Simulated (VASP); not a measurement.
# TiSi2 (Fddd) in VASP: a series of runs

Runs on TiSi2. Level: PBE. Tasks: electric field gradients.

Everything below comes from runs of VASP 6.6.1. Logs are shortened: lines on timing, memory, paths and dates and some standing lists are left out, and cuts for length are marked.

### 1 The cell of the first run

The structure is orthorhombic, space group Fddd (No. 70). The conventional cell has a = 4.773 Å, b = 8.236 Å, c = 8.693 Å, α = 90.00°, β = 90.00°, γ = 90.00°. Within 3.4 Å of Ti (site symmetry 222) lie 10 Si at 2.57 to 2.75 Å and 4 Ti at 3.22 Å. Si (site symmetry 2) has 5 Ti at 2.57 to 2.75 Å and 9 Si at 2.57 to 3.22 Å within 3.4 Å.

### 2 Electric field gradients, PBE (zz strain of +2 %)

INCAR

```
PREC = Accurate ; ENCUT = 520
EDIFF = 1E-8 ; ISMEAR = -1
SIGMA = 0.08 ; LREAL = F
LASPH = T ; NELM = 60
ALGO = Normal ; ISIF = 2
LWAVE = F ; LCHARG = F
GGA = PE ; LEFG = T
NBANDS = 29
```

KPOINTS

```
Automatic mesh
0
Gamma
  8 8 8
```

POSCAR

```
TiSi2
1.0
    0.0000000000      4.1180000000      4.3467300000
    2.3865000000      0.0000000000      4.3467300000
    2.3865000000      4.1180000000      0.0000000000
Ti Si
2 4
Direct
    0.7500000000      0.7500000000      0.7500000000
    0.5000000000      0.5000000000      0.5000000000
    0.0830000000      0.4170000000      0.0830000000
    0.4170000000      0.0830000000      0.4170000000
    0.1670000000      0.8330000000      0.1670000000
    0.8330000000      0.1670000000      0.8330000000
```

Potentials or basis: VASP PAW PBE potentials, release 64 (Ti_sv, Si).

Command:

```sh
cat potpaw_PBE.64/Ti_sv/POTCAR potpaw_PBE.64/Si/POTCAR > POTCAR
mpirun -np 1 vasp_std > vasp.out
```

OUTCAR:

```text
PREC = Accurate
   ENCUT = 520
   EDIFF = 1E-8
   ISMEAR = -1
   LREAL = F
   LASPH = T
   NELM = 60
   ISIF = 2
   GGA = PE

 ion  position               nearest neighbor table
   1  0.750  0.750  0.750-   6 2.57   5 2.57   6 2.57   5 2.57   3 2.74   4 2.74   4 2.75   4 2.75
                             3 2.75   3 2.75
   2  0.500  0.500  0.500-   3 2.57   4 2.57   3 2.57   4 2.57   5 2.74   6 2.74   5 2.75   5 2.75
                             6 2.75   6 2.75
   3  0.083  0.417  0.083-   2 2.57   2 2.57   5 2.57   5 2.57   1 2.74   4 2.75   4 2.75   4 2.75
                             1 2.75   1 2.75
   4  0.417  0.083  0.417-   2 2.57   2 2.57   6 2.57   6 2.57   1 2.74   3 2.75   3 2.75   3 2.75
                             1 2.75   1 2.75
   5  0.167  0.833  0.167-   1 2.57   1 2.57   3 2.57   3 2.57   2 2.74   6 2.75   6 2.75   6 2.75
                             2 2.75   2 2.75
   6  0.833  0.167  0.833-   1 2.57   1 2.57   4 2.57   4 2.57   2 2.74   5 2.75   5 2.75   5 2.75
                             2 2.75   2 2.75

  LATTYP: Found a face centered orthorhombic cell.
 ALAT       =     4.7730000000
 B/A-ratio  =     1.7255394930
 C/A-ratio  =     1.8213827781

  Lattice vectors:

 A1 = (   0.0000000000,   4.1180000000,   4.3467300000)
 A2 = (   2.3865000000,   0.0000000000,   4.3467300000)
 A3 = (   2.3865000000,   4.1180000000,   0.0000000000)

Analysis of symmetry for initial positions (statically):
=====================================================================
 Subroutine PRICEL returns:
 Original cell was already a primitive cell.

 Routine SETGRP: Setting up the symmetry group for a
 face centered orthorhombic supercell.

 Subroutine GETGRP returns: Found  8 space group operations
 (whereof  4 operations were pure point group operations)
 out of a pool of  8 trial point group operations.

The static configuration has the point symmetry D_2 .
 The point group associated with its full space group is D_2h.

Analysis of symmetry for dynamics (positions and initial velocities):
=====================================================================
 Subroutine PRICEL returns:
 Original cell was already a primitive cell.

 Routine SETGRP: Setting up the symmetry group for a
 face centered orthorhombic supercell.

 Subroutine GETGRP returns: Found  8 space group operations
 (whereof  4 operations were pure point group operations)
 out of a pool of  8 trial point group operations.

The dynamic configuration has the point symmetry D_2 .
 The point group associated with its full space group is D_2h.

 Subroutine INISYM returns: Found  8 space group operations
 (whereof  4 operations are pure point group operations),
 and found     1 'primitive' translations

----------------------------------------------------------------------------------------

                                     Primitive cell

  volume of cell :      85.4359

  direct lattice vectors                    reciprocal lattice vectors
     0.000000000  4.118000000  4.346730000    -0.209511837  0.121418164  0.115028999
     2.386500000  0.000000000  4.346730000     0.209511837 -0.121418164  0.115028999
     2.386500000  4.118000000  0.000000000     0.209511837  0.121418164 -0.115028999

  length of vectors
     5.987652770  4.958774440  4.759548954     0.268084411  0.268084411  0.268084411

  position of ions in fractional coordinates (direct lattice)
     0.750000000  0.750000000  0.750000000
     0.500000000  0.500000000  0.500000000
     0.083000000  0.417000000  0.083000000
     0.417000000  0.083000000  0.417000000
     0.167000000  0.833000000  0.167000000
     0.833000000  0.167000000  0.833000000
[... 71 lines left out ...]
 SYSTEM =  unknown system
   PREC   = accura    normal or accurate (medium, high low for compatibility)
   ISTART =      0    job   : 0-new  1-cont  2-samecut
   ICHARG =      2    charge: 1-file 2-atom 10-const
   ISPIN  =      1    spin polarized calculation?
   LNONCOLLINEAR =      F non collinear calculations
   LSORBIT =      F    spin-orbit coupling
   LASPH  =      T    aspherical Exc in radial PAW
   ENCUT  =  520.0 eV  38.22 Ry    6.18 a.u.  11.13  9.22  8.85*2*pi/ulx,y,z
   NELM   =     60;   NELMIN=  2; NELMDL= -5     # of ELM steps
   EDIFF  = 0.1E-07   stopping-criterion for ELM
   LREAL  =      F    real-space projection
   EDIFFG = 0.1E-06   stopping-criterion for IOM
   NSW    =      0    number of steps for IOM
   IBRION =     -1    ionic relax: 0-MD 1-quasi-New 2-CG
   NFREE  =      0    steps in history (QN), initial steepest desc. (CG)
   ISIF   =      2    stress and relaxation
   ISYM   =      2    0-nonsym 1-usesym 2-fastsym
   POTIM  = 0.5000    time-step for ionic-motion
   TEBEG  =    0.0;   TEEND  =   0.0 temperature during run
   PSTRESS=    0.0 pullay stress
   NELECT =      40.0000    total number of electrons
   NUPDOWN=      -1.0000    fix difference up-down
   EMIN   =  10.00;   EMAX   =-10.00  energy-range for DOS
   EFERMI =   0.00;   METHOD = LEGACY
   ISMEAR =    -1;   SIGMA  =   0.08  broadening in eV -4-tet -1-fermi 0-gaus
   EFERMI_NEDOS =   21; number of points for ismear=-14 and -15
   IALGO  =     38    algorithm
   IMIX   =      4    mixing-type and parameters
     AMIX     =   0.40;   BMIX     =  1.00
     AMIX_MAG =   1.60;   BMIX_MAG =  1.00
  volume/ion in A,a.u.               =      14.24        96.09
  Fermi-wavevector in a.u.,A,eV,Ry     =   1.271202  2.402224 21.986408  1.615955
  Thomas-Fermi vector in A             =   2.404148
   LORBIT       =      0    0 simple, 1 ext, 2 COOP (PROOUT), +10 PAW based schemes
   GGA     = PE    functional components
   LHFCALC =     F    Hartree Fock is set to
   AEXX    =    0.0000 exact exchange contribution
   IVDW    =     0    specifies the selected vdW correction
   LEPSILON=     F    determine dielectric tensor
   LRPA    =     F    only Hartree local field effects (RPA)
 non-spin polarized calculation
  energy-cutoff  :      520.00
  volume of cell :       85.44
 maximum number of plane-waves:      2320
 NGX is ok and might be reduce to    48
   NGX = 23   NGY = 19   NGZ = 17

 number of electron      40.0000001 magnetization

 Free energy of the ion-electron system (eV)
  ---------------------------------------------------
  ext. energy  EPLUGINS =         0.00000000
  ---------------------------------------------------
  free energy    TOTEN  =       -40.68589900 eV

  energy without entropy =      -40.64016637  energy(sigma->0) =      -40.66303268

 E-fermi :  10.0049     XC(G=0): -11.6578

 val. band max:        9.9883292151   @ k =  -0.1250   0.1250   0.2500
 cond. band min:      10.0148331069   @ k =  -0.1250   0.1250   0.1250
 fundamental gap:      0.0265038918
 Fermi energy:        10.0048929785

 k-point     1 :       0.0000    0.0000    0.0000
  band No.  band energies     occupation
      1     -46.3358      2.00000
      2     -46.3102      2.00000
      3     -22.7241      2.00000
      4     -22.6871      2.00000
      5     -22.6161      2.00000
      6     -22.6052      2.00000
[... 757 lines left out ...]
     28      13.8392      0.00000
     29      14.1177      0.00000

 [... further k-points ...]

------------------------ aborting loop because EDIFF is reached ----------------------------------------

  FORCE on cell =-STRESS in cart. coord.  units (eV):
  Direction    XX          YY          ZZ          XY          YZ          ZX
  --------------------------------------------------------------------------------------
  -------------------------------------------------------------------------------------
  Total        0.7419403      0.7708297     -3.1897644      0.0000000      0.0000000      0.0000000
  in kB       13.9135871     14.4553482    -59.8175682      0.0000000      0.0000000      0.0000000
  external PRESSURE =     -10.4828776 kB  Pullay stress =       0.0000000 kB

 VOLUME and BASIS-vectors are now :
 -----------------------------------------------------------------------------
  energy-cutoff  :      520.00
  volume of cell :       85.44
      direct lattice vectors                 reciprocal lattice vectors
     0.000000000  4.118000000  4.346730000    -0.209511837  0.121418164  0.115028999
     2.386500000  0.000000000  4.346730000     0.209511837 -0.121418164  0.115028999
     2.386500000  4.118000000  0.000000000     0.209511837  0.121418164 -0.115028999

 POSITION                                       TOTAL-FORCE (eV/Angst)
 -----------------------------------------------------------------------------------
      3.57975      6.17700      6.52009         0.000000      0.000000      0.000000
      2.38650      4.11800      4.34673        -0.000000     -0.000000      0.000000
      1.19325      0.68359      2.17336         0.000000      0.227638      0.000000
      1.19325      3.43441      2.17336         0.000000     -0.227638      0.000000
      2.38650      1.37541      4.34673         0.000000     -0.227638     -0.000000
      2.38650      6.86059      4.34673         0.000000      0.227638     -0.000000
 -----------------------------------------------------------------------------------
    total drift:                               -0.000000     -0.000000     -0.000000

  FREE ENERGIE OF THE ION-ELECTRON SYSTEM (eV)
  ---------------------------------------------------
  free  energy   TOTEN  =       -40.6858990003 eV

  energy  without entropy=      -40.6401663697  energy(sigma->0) =      -40.66303268

 Electric field gradients (V/A^2)
---------------------------------------------------------------------
 ion       V_xx      V_yy      V_zz      V_xy      V_xz      V_yz
---------------------------------------------------------------------
   1      -6.325     5.141     1.184    -0.001     0.000     0.001
   2      -6.325     5.141     1.184    -0.001     0.000     0.001
   3       0.021     9.447    -9.469    -0.000    26.155     0.000
   4       0.021     9.447    -9.468     0.000   -26.155     0.000
   5       0.021     9.447    -9.469    -0.000    26.155     0.000
   6       0.021     9.447    -9.468     0.000   -26.155     0.000
---------------------------------------------------------------------

 Electric field gradients after diagonalization (V/A^2)
 (convention: |V_zz| > |V_xx| > |V_yy|)
----------------------------------------------------------------------
 ion       V_xx      V_yy      V_zz     asymmetry (V_yy - V_xx)/ V_zz
----------------------------------------------------------------------
   1       5.141     1.184    -6.325       0.626
   2       5.141     1.184    -6.325       0.626
   3      21.858     9.447   -31.306       0.396
   4      21.858     9.447   -31.306       0.396
   5      21.858     9.447   -31.306       0.396
   6      21.858     9.447   -31.306       0.396
----------------------------------------------------------------------

           NMR quadrupolar parameters

 Cq : quadrupolar parameter    Cq=e*Q*V_zz/h
 eta: asymmetry parameters     (V_yy - V_xx)/ V_zz
 Q  : nuclear electric quadrupole moment in mb (millibarn)
----------------------------------------------------------------------
 ion       Cq(MHz)       eta       Q (mb)
----------------------------------------------------------------------
   1      -0.015       0.626       1.000
   2      -0.015       0.626       1.000
   3      -0.076       0.396       1.000
   4      -0.076       0.396       1.000
   5      -0.076       0.396       1.000
   6      -0.076       0.396       1.000
----------------------------------------------------------------------
```

Run time: 6.5 min. Hardware: 1 thread of Intel Xeon Platinum 8259CL at 2.50GHz (Skylake/Cascade Lake), shared host; peak memory 0.36 GiB.

What came out:

| Quantity | Value |
| --- | --- |
| Free energy | -40.6859 eV |
| Pressure | -1.0 GPa |
| Largest force | 0.228 eV/Å |
| Band gap on the k mesh | zero (bands 20 and 21 overlap by 1.80 eV) |
| Largest electric field gradient by atom | Ti -6.3; Si -31.3 V/Å² |

Forces in eV/Å, atoms in the order of the input:
```
Ti   0.000  0.000  0.000
Ti   0.000  0.000  0.000
Si   0.000  0.228  0.000
Si   0.000 -0.228  0.000
Si   0.000 -0.228  0.000
Si   0.000  0.228  0.000
```

Stress tensor (GPa, compression positive):
```
 1.39  0.00  0.00
 0.00  1.45  0.00
 0.00  0.00 -5.98
```

Electric field gradients, principal values (V/Å²):
```csv
atom,least,middle,greatest (by size)
1 Ti,1.184,5.141,-6.325
2 Ti,1.184,5.141,-6.325
3 Si,9.447,21.858,-31.306
4 Si,9.447,21.858,-31.306
5 Si,9.447,21.858,-31.306
6 Si,9.447,21.858,-31.306
```

Caveat: the cell differs from its parent crystal (zz strain of +2 %); without QUAD_EFG the Cq values of the log hold for a quadrupole moment of 1 mb, not for the nuclei.

### 3 Electric field gradients, PBE

This run uses another cell than the first one, of 13.96 Å³/atom.

INCAR

```
  ALGO = Normal
  EDIFF = 1E-8
  ENCUT = 520
  GGA = PE
  ISIF = 2
  ISMEAR = -1
  LASPH = T
  LCHARG = F
  LEFG = T
  LREAL = F
  LWAVE = F
  NBANDS = 29
  NELM = 100
  PREC = Accurate
  SIGMA = 0.08
```

KPOINTS

```
k-points
0
Gamma
  8 8 8
```

POSCAR: that of step 2 with these lines changed.

```diff
@@ -2,4 +2,4 @@
 1.0
-    0.0000000000      4.1180000000      4.3467300000
-    2.3865000000      0.0000000000      4.3467300000
+    0.0000000000      4.1180000000      4.2615000000
+    2.3865000000      0.0000000000      4.2615000000
     2.3865000000      4.1180000000      0.0000000000
```

Potentials or basis: VASP PAW PBE potentials, release 64 (Ti_sv, Si).

Command:

```sh
cat potpaw_PBE.64/Ti_sv/POTCAR potpaw_PBE.64/Si/POTCAR > POTCAR
mpirun -np 1 vasp_std > vasp.out
```

OUTCAR:

```text
EDIFF = 1E-8
   ENCUT = 520
   GGA = PE
   ISIF = 2
   ISMEAR = -1
   LASPH = T
   LREAL = F
   NELM = 100
   PREC = Accurate

 ion  position               nearest neighbor table
   1  0.750  0.750  0.750-   6 2.54   5 2.54   6 2.54   5 2.54   3 2.74   4 2.74   4 2.75   4 2.75
                             3 2.75   3 2.75
   2  0.500  0.500  0.500-   3 2.54   4 2.54   3 2.54   4 2.54   5 2.74   6 2.74   5 2.75   5 2.75
                             6 2.75   6 2.75
   3  0.083  0.417  0.083-   2 2.54   2 2.54   5 2.54   5 2.54   1 2.74   4 2.75   4 2.75   4 2.75
                             1 2.75   1 2.75
   4  0.417  0.083  0.417-   2 2.54   2 2.54   6 2.54   6 2.54   1 2.74   3 2.75   3 2.75   3 2.75
[... 1021 lines left out ...]
   4       1.455    12.765   -14.221    -0.000   -27.331    -0.000
   5       1.455    12.765   -14.221    -0.000    27.331     0.000
   6       1.455    12.765   -14.221    -0.000   -27.331    -0.000
---------------------------------------------------------------------

 Electric field gradients after diagonalization (V/A^2)
 (convention: |V_zz| > |V_xx| > |V_yy|)
----------------------------------------------------------------------
 ion       V_xx      V_yy      V_zz     asymmetry (V_yy - V_xx)/ V_zz
----------------------------------------------------------------------
   1      -7.826    -2.466    10.291       0.521
   2      -7.826    -2.466    10.291       0.521
   3      22.050    12.765   -34.816       0.267
   4      22.050    12.765   -34.816       0.267
   5      22.050    12.765   -34.816       0.267
   6      22.050    12.765   -34.816       0.267
----------------------------------------------------------------------

           NMR quadrupolar parameters

 Cq : quadrupolar parameter    Cq=e*Q*V_zz/h
 eta: asymmetry parameters     (V_yy - V_xx)/ V_zz
 Q  : nuclear electric quadrupole moment in mb (millibarn)
----------------------------------------------------------------------
 ion       Cq(MHz)       eta       Q (mb)
----------------------------------------------------------------------
   1       0.025       0.521       1.000
   2       0.025       0.521       1.000
   3      -0.084       0.267       1.000
   4      -0.084       0.267       1.000
   5      -0.084       0.267       1.000
   6      -0.084       0.267       1.000
----------------------------------------------------------------------
```

OSZICAR:

```text
N       E                     dE             d eps       ncg     rms          rms(c)
DAV:   1     0.389313322105E+03    0.38931E+03   -0.18820E+04  5510   0.147E+03
DAV:   2     0.176388375702E+01   -0.38755E+03   -0.37668E+03  5535   0.429E+02
DAV:   3    -0.406875773309E+02   -0.42451E+02   -0.41593E+02  9195   0.120E+02
DAV:   4    -0.440529596192E+02   -0.33654E+01   -0.33465E+01  7943   0.301E+01
DAV:   5    -0.442476846686E+02   -0.19473E+00   -0.19467E+00  8405   0.611E+00    0.187E+01
DAV:   6    -0.413339450845E+02    0.29137E+01   -0.31500E+01  7817   0.400E+01    0.690E+00
DAV:   7    -0.407860274705E+02    0.54792E+00   -0.60858E+00  7488   0.184E+01    0.522E+00
DAV:   8    -0.407219421990E+02    0.64085E-01   -0.76181E-01  7655   0.685E+00    0.129E+00
DAV:   9    -0.407067731389E+02    0.15169E-01   -0.14382E-01  7547   0.315E+00    0.515E-01
DAV:  10    -0.407078288861E+02   -0.10557E-02   -0.60562E-03  7374   0.576E-01    0.231E-01
DAV:  11    -0.407076981976E+02    0.13069E-03   -0.51750E-03  8482   0.538E-01    0.154E-01
DAV:  12    -0.407075609241E+02    0.13727E-03   -0.10639E-03  7650   0.256E-01    0.143E-02
DAV:  13    -0.407075604001E+02    0.52402E-06   -0.24987E-05  6958   0.431E-02    0.145E-02
DAV:  14    -0.407075598529E+02    0.54713E-06   -0.22980E-06  7436   0.128E-02    0.344E-03
DAV:  15    -0.407075596515E+02    0.20145E-06   -0.89336E-07  8126   0.655E-03    0.427E-04
DAV:  16    -0.407075596759E+02   -0.24368E-07   -0.34657E-08  6460   0.127E-03    0.439E-04
DAV:  17    -0.407075597224E+02   -0.46553E-07   -0.22210E-09  4137   0.398E-04    0.215E-04
DAV:  18    -0.407075597258E+02   -0.33665E-08   -0.15426E-09  4047   0.403E-04
   1 F= -.40707560E+02 E0= -.40686043E+02  d E =-.430334E-01
```

stdout:

```text
POSCAR found type information on POSCAR TiSi
 POSCAR found :  2 types and       6 ions
 scaLAPACK will be used
 LDA part: xc-table for (Slater+PW92), standard interpolation
 POSCAR, INCAR and KPOINTS ok, starting setup
 FFT: planning ... GRIDC
 FFT: planning ... GRID_SOFT
 FFT: planning ... GRID
 WAVECAR not read
 entering main loop
ion   1

ion   2

ion   3

ion   4

ion   5

ion   6
```

Run time: 5.1 min. Hardware: 1 thread of Intel Xeon Platinum 8488C (Sapphire Rapids), shared host; peak memory 0.36 GiB.

Results:

| Property | Result |
| --- | --- |
| Free energy | -40.7076 eV |
| Pressure | 2.3 GPa |
| Largest force | 0.203 eV/Å |
| Band gap on the k mesh | zero (bands 20 and 21 overlap by 1.85 eV) |
| Largest electric field gradient by atom | Ti +10.3; Si -34.8 V/Å² |

Forces in eV/Å, atoms in the order of the input:
```
Ti   0.000  0.000  0.000
Ti   0.000  0.000  0.000
Si   0.000  0.203  0.000
Si   0.000 -0.203  0.000
Si   0.000 -0.203  0.000
Si   0.000  0.203  0.000
```

Stress tensor (GPa, compression positive):
```
2.89 0.00 0.00
0.00 1.90 0.00
0.00 0.00 2.02
```

Levels at points of the mesh, in eV from the Fermi level:
```tsv
k point	band 18	band 19	band 20	band 21	band 22	band 23
(0.00, 0.00, 0.00)	-1.95	-1.72	-1.51	-0.94	2.01	3.20
(0.50, 0.00, 0.00)	-1.09	-0.05	0.16	1.03	1.35	1.77
(0.50, 0.50, 0.00)	-1.61	-1.04	-1.04	0.80	0.80	3.22
(0.50, 0.00, 0.50)	-2.41	-0.86	-0.86	1.26	1.26	3.28
(0.00, 0.50, 0.50)	-1.27	-0.66	-0.66	0.92	0.92	2.28
```

Electric field gradients, principal values (V/Å²):
| atom | least | middle | greatest (by size) |
| --- | --- | --- | --- |
| 1 Ti | -2.466 | -7.826 | 10.291 |
| 2 Ti | -2.466 | -7.826 | 10.291 |
| 3 Si | 12.765 | 22.050 | -34.816 |
| 4 Si | 12.765 | 22.050 | -34.816 |
| 5 Si | 12.765 | 22.050 | -34.816 |
| 6 Si | 12.765 | 22.050 | -34.816 |

Caveat: without QUAD_EFG the Cq values of the log hold for a quadrupole moment of 1 mb, not for the nuclei.

(Part 1 of 2 ends here.)
